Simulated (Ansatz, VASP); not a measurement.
One calculation of Pd, two programs

The input INCAR:

```
SYSTEM = Pd
PREC = Accurate
ENCUT = 520
EDIFF = 1E-6
ISMEAR = -1
SIGMA = 0.1
LREAL = .False.
LASPH = .True.
NELM = 80
ALGO = Normal
ISIF = 2
LWAVE = .False.
LCHARG = .False.
NBANDS = 17
```

The input KPOINTS:

```
Automatic mesh
0
Gamma
  15 15 8
  0 0 0
```

POSCAR

```
Pd
1.0
    2.7695023283      0.0000000000      0.0000000000
   -1.3847511641      2.3984593721      0.0000000000
    0.0000000000      0.0000000000      4.6286777190
Pd
2
Direct
    0.3333333333      0.6666666667      0.2500000000
    0.6666666667      0.3333333333      0.7500000000
```

Input for Ansatz:

```yaml
crystal:
  lattice:
    - [2.7695023283, 0.0, 0.0]
    - [-1.3847511641, 2.3984593721, 0.0]
    - [0.0, 0.0, 4.628677719]
  atoms:
    - { symbol: Pd, position: [0.3333333333, 0.6666666667, 0.25] }
    - { symbol: Pd, position: [0.6666666667, 0.3333333333, 0.75] }
hamiltonian:
  xc: lda
  pseudopotentials:
    kind: paw
    azcp:
      Pd: "pseudopotentials/Pd.paw.azcp"
basis:
  ecutwfc: 420
  fft_grid_basis: typed
kpoints:
  mp_grid: { grid: [15, 15, 8], shift: [0, 0, 0] }
magnetization:
  spin_polarized: false
scf:
  occupations: { method: fermi_dirac, width: 0.1 }
  lower_state_search: "off"
output:
  stress: true
```

Alike in both runs: task single point; functional LDA; k mesh 15 × 15 × 8; occupations fermi-dirac, width 0.1 eV; no spin polarisation.

|  | VASP | Ansatz |
| --- | --- | --- |
| version | VASP 6.6.1 | Ansatz 0.2.0 |
| potentials or method | VASP PAW LDA potentials, release 64 (Pd), cutoff 520 eV | plane waves (420 eV) with PAW, scalar-relativistic |
| valence electrons in the cell | 20 | 36 |

|  | VASP | Ansatz | Ansatz less VASP |
| --- | --- | --- | --- |
| pressure (GPa) | -13.7 | -13.9 | -0.23 |
| traceless stress, the component that is largest in VASP (GPa) | -0.13 | -0.06 | +0.075 |

Ansatz warns that its potentials were made for another functional, while VASP's fit it. LDA's correlation is that of Perdew and Zunger in VASP and of Perdew and Wang (1992) in Ansatz. VASP's potentials hold 20 valence electrons a cell and Ansatz's 36, so a difference there can come from the potentials and not from the codes.
